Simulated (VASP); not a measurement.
# Mn (Pm-3m) in VASP: a series of runs, part 2 of 2

VASP 6.6.1. The steps go on from the part before.

### Step 3. Single point, PBE, collinear spin, ferromagnetic start (11.97 Å³/atom)

This run uses another cell than the first one, of 11.97 Å³/atom.

Input file INCAR:

```
SYSTEM = Mn
PREC     = Accurate       ! precision mode
ENCUT    = 520            ! plane-wave cutoff, eV
EDIFF    = 1E-6           ! SCF threshold, eV
ISMEAR   = -1             ! smearing method
SIGMA    = 0.1            ! smearing width, eV
LREAL    = .False.        ! projectors in reciprocal space
LASPH    = .True.         ! aspherical terms in the spheres
NELM     = 150            ! most SCF steps
ALGO     = Normal         ! electronic algorithm
ISIF     = 2              ! what is computed and relaxed
LWAVE    = .False.        ! write WAVECAR
LCHARG   = .True.         ! write CHGCAR
ISPIN    = 2              ! spin polarisation
MAGMOM   = 3              ! initial moments
LORBIT   = 11             ! projections on sites
LMAXMIX  = 4              ! l up to which the mixer works
GGA      = PE             ! functional
LELF     = .True.         ! ELF
LVHAR    = .True.       
NBANDS   = 16             ! bands
```

Input file KPOINTS:

```
Automatic mesh
0
Gamma
  16 16 16
  0 0 0
```

Input file POSCAR:

```
Mn
1.0
    2.2872117664      0.0000000000      0.0000000000
    0.0000000000      2.2872117664      0.0000000000
    0.0000000000      0.0000000000      2.2872117664
Mn
1
Direct
    0.0000000000      0.0000000000      0.0000000000
```

Potentials or basis: VASP PAW PBE potentials, release 64 (Mn_pv).

On the command line:

```
$ cat potpaw_PBE.64/Mn_pv/POTCAR > POTCAR
$ mpirun -np 1 vasp_std > vasp.out
```

OUTCAR:

```text
SYSTEM = Mn
   PREC = Accurate
   ENCUT = 520
   EDIFF = 1E-6
   ISMEAR = -1
   LREAL = .False.
   LASPH = .True.
   NELM = 150
   ISIF = 2
   ISPIN = 2
   LORBIT = 11
   GGA = PE

 ion  position               nearest neighbor table
   1  0.000  0.000  0.000-

  LATTYP: Found a simple cubic cell.
 ALAT       =     2.2872117664

  Lattice vectors:

 A1 = (   2.2872117664,   0.0000000000,   0.0000000000)
 A2 = (   0.0000000000,   2.2872117664,   0.0000000000)
 A3 = (   0.0000000000,   0.0000000000,   2.2872117664)

Analysis of symmetry for initial positions (statically):
=====================================================================
 Subroutine PRICEL returns:
 Original cell was already a primitive cell.

 Routine SETGRP: Setting up the symmetry group for a
 simple cubic supercell.

 Subroutine GETGRP returns: Found 48 space group operations
 (whereof 48 operations were pure point group operations)
 out of a pool of 48 trial point group operations.

The static configuration has the point symmetry O_h .

Analysis of symmetry for dynamics (positions and initial velocities):
=====================================================================
 Subroutine PRICEL returns:
 Original cell was already a primitive cell.

 Routine SETGRP: Setting up the symmetry group for a
 simple cubic supercell.

 Subroutine GETGRP returns: Found 48 space group operations
 (whereof 48 operations were pure point group operations)
 out of a pool of 48 trial point group operations.

The dynamic configuration has the point symmetry O_h .

Analysis of structural, dynamic, and magnetic symmetry:
=====================================================================
 Subroutine PRICEL returns:
 Original cell was already a primitive cell.

 Routine SETGRP: Setting up the symmetry group for a
 simple cubic supercell.

 Subroutine GETGRP returns: Found 48 space group operations
 (whereof 48 operations were pure point group operations)
 out of a pool of 48 trial point group operations.

The overall configuration has the point symmetry O_h .

 Subroutine INISYM returns: Found 48 space group operations
 (whereof 48 operations are pure point group operations),
 and found     1 'primitive' translations

----------------------------------------------------------------------------------------

                                     Primitive cell

  volume of cell :      11.9652

  direct lattice vectors                    reciprocal lattice vectors
     2.287211766  0.000000000  0.000000000     0.437213560  0.000000000  0.000000000
     0.000000000  2.287211766  0.000000000     0.000000000  0.437213560  0.000000000
     0.000000000  0.000000000  2.287211766     0.000000000  0.000000000  0.437213560

  length of vectors
     2.287211766  2.287211766  2.287211766     0.437213560  0.437213560  0.437213560

  position of ions in fractional coordinates (direct lattice)
     0.000000000  0.000000000  0.000000000

  ion indices of the primitive-cell ions
   primitive index   ion index
                 1           1

----------------------------------------------------------------------------------------

 KPOINTS: Automatic mesh

Automatic generation of k-mesh.
 Grid dimensions read from file:
[... 47 lines left out ...]
   k-points           NKPTS =    165   k-points in BZ     NKDIM =    165   number of bands    NBANDS=     16
   number of dos      NEDOS =    301   number of ions     NIONS =      1
   total plane-waves  NPLWV =   5832
   dimension x,y,z NGX =    18 NGY =   18 NGZ =   18
   dimension x,y,z NGXF=    36 NGYF=   36 NGZF=   36
   ions per type =               1
   NGX,Y,Z   is equivalent  to a cutoff of  13.08, 13.08, 13.08 a.u.
   NGXF,Y,Z  is equivalent  to a cutoff of  26.17, 26.17, 26.17 a.u.
 SYSTEM =  Mn
   PREC   = accura    normal or accurate (medium, high low for compatibility)
   ISTART =      0    job   : 0-new  1-cont  2-samecut
   ICHARG =      2    charge: 1-file 2-atom 10-const
   ISPIN  =      2    spin polarized calculation?
   LNONCOLLINEAR =      F non collinear calculations
   LSORBIT =      F    spin-orbit coupling
   LASPH  =      T    aspherical Exc in radial PAW
   ENCUT  =  520.0 eV  38.22 Ry    6.18 a.u.   4.25  4.25  4.25*2*pi/ulx,y,z
   NELM   =    150;   NELMIN=  2; NELMDL= -5     # of ELM steps
   EDIFF  = 0.1E-05   stopping-criterion for ELM
   LREAL  =      F    real-space projection
   EDIFFG = 0.1E-04   stopping-criterion for IOM
   NSW    =      0    number of steps for IOM
   IBRION =     -1    ionic relax: 0-MD 1-quasi-New 2-CG
   NFREE  =      0    steps in history (QN), initial steepest desc. (CG)
   ISIF   =      2    stress and relaxation
   ISYM   =      2    0-nonsym 1-usesym 2-fastsym
   POTIM  = 0.5000    time-step for ionic-motion
   TEBEG  =    0.0;   TEEND  =   0.0 temperature during run
   PSTRESS=    0.0 pullay stress
   NELECT =      13.0000    total number of electrons
   NUPDOWN=      -1.0000    fix difference up-down
   EMIN   =  10.00;   EMAX   =-10.00  energy-range for DOS
   EFERMI =   0.00;   METHOD = LEGACY
   ISMEAR =    -1;   SIGMA  =   0.10  broadening in eV -4-tet -1-fermi 0-gaus
   EFERMI_NEDOS =   21; number of points for ismear=-14 and -15
   IALGO  =     38    algorithm
   IMIX   =      4    mixing-type and parameters
     AMIX     =   0.40;   BMIX     =  1.00
     AMIX_MAG =   1.60;   BMIX_MAG =  1.00
  volume/ion in A,a.u.               =      11.97        80.74
  Fermi-wavevector in a.u.,A,eV,Ry     =   1.682995  3.180400 38.538138  2.832473
  Thomas-Fermi vector in A             =   2.766275
   LORBIT       =     11    0 simple, 1 ext, 2 COOP (PROOUT), +10 PAW based schemes
   GGA     = PE    functional components
   LHFCALC =     F    Hartree Fock is set to
   AEXX    =    0.0000 exact exchange contribution
   IVDW    =     0    specifies the selected vdW correction
   LEPSILON=     F    determine dielectric tensor
   LRPA    =     F    only Hartree local field effects (RPA)
 spin polarized calculation
  energy-cutoff  :      520.00
  volume of cell :       11.97
 maximum number of plane-waves:       341
 NGX is ok and might be reduce to    18
   NGX =  9   NGY =  9   NGZ =  9

 number of electron      13.0000020 magnetization       0.3830003

 Free energy of the ion-electron system (eV)
  ---------------------------------------------------
  ext. energy  EPLUGINS =         0.00000000
  ---------------------------------------------------
  free energy    TOTEN  =        -8.08797063 eV

  energy without entropy =       -8.03001901  energy(sigma->0) =       -8.05899482

 E-fermi :   9.3983     XC(G=0): -13.2545

 val. band max:        9.3971676803   @ k =   0.5000   0.5000   0.0000
 cond. band min:       9.3987764511   @ k =   0.5000   0.2500   0.0625
 fundamental gap:      0.0016087708
 Fermi energy:         9.3983062191

 spin component 1

 k-point     1 :       0.0000    0.0000    0.0000
  band No.  band energies     occupation
      1     -38.5210      1.00000
      2     -38.5210      1.00000
      3     -38.5210      1.00000
      4       1.3930      1.00000
      5       5.6600      1.00000
      6       5.6600      1.00000
[... 435 lines left out ...]
      5       6.7746      1.00000
      6       6.9979      1.00000
[... 8 lines left out ...]
     15      39.7814      0.00000
     16      40.7494      0.00000

 [... further k-points ...]

 spin component 2

 k-point     1 :       0.0000    0.0000    0.0000
  band No.  band energies     occupation
      1     -38.0959      1.00000
      2     -38.0959      1.00000
      3     -38.0959      1.00000
      4       1.4546      1.00000
      5       5.8633      1.00000
      6       5.8633      1.00000
[... 435 lines left out ...]
      5       6.9838      1.00000
      6       7.2278      1.00000
[... 8 lines left out ...]
     15      39.8841      0.00000
     16      41.3403      0.00000

 [... further k-points ...]
[... 5 lines left out ...]
  --------------------------------------------------------------------------------------
  -------------------------------------------------------------------------------------
  Total        0.0142942      0.0142942      0.0142942     -0.0000000      0.0000000     -0.0000000
  in kB        1.9140402      1.9140402      1.9140402     -0.0000000      0.0000000     -0.0000000
  external PRESSURE =       1.9140402 kB  Pullay stress =       0.0000000 kB

 VOLUME and BASIS-vectors are now :
 -----------------------------------------------------------------------------
  energy-cutoff  :      520.00
  volume of cell :       11.97
      direct lattice vectors                 reciprocal lattice vectors
     2.287211766  0.000000000  0.000000000     0.437213560  0.000000000  0.000000000
     0.000000000  2.287211766  0.000000000     0.000000000  0.437213560  0.000000000
     0.000000000  0.000000000  2.287211766     0.000000000  0.000000000  0.437213560

 POSITION                                       TOTAL-FORCE (eV/Angst)
 -----------------------------------------------------------------------------------
      0.00000      0.00000      0.00000         0.000000      0.000000      0.000000
 -----------------------------------------------------------------------------------
    total drift:                                0.000000      0.000000      0.000000

  FREE ENERGIE OF THE ION-ELECTRON SYSTEM (eV)
  ---------------------------------------------------
  free  energy   TOTEN  =        -8.0879706276 eV

  energy  without entropy=       -8.0300190144  energy(sigma->0) =       -8.05899482

 total charge

# of ion       s       p       d       tot
------------------------------------------
    1        0.420   6.308   5.265  11.993

 magnetization (x)

# of ion       s       p       d       tot
------------------------------------------
    1       -0.000  -0.002   0.384   0.381
```

Wall time 46 s (1 thread of Intel Xeon Platinum 8488C (Sapphire Rapids), shared host); peak memory 0.16 GiB.

Results:

```
Free energy                                           : -8.0880 eV
Pressure                                              : 0.2 GPa
Net moment                                            : 0.38 μB per cell
Site moments                                          : Mn +0.38 μB
Valence electrons inside the program's atomic spheres : Mn 11.99
```
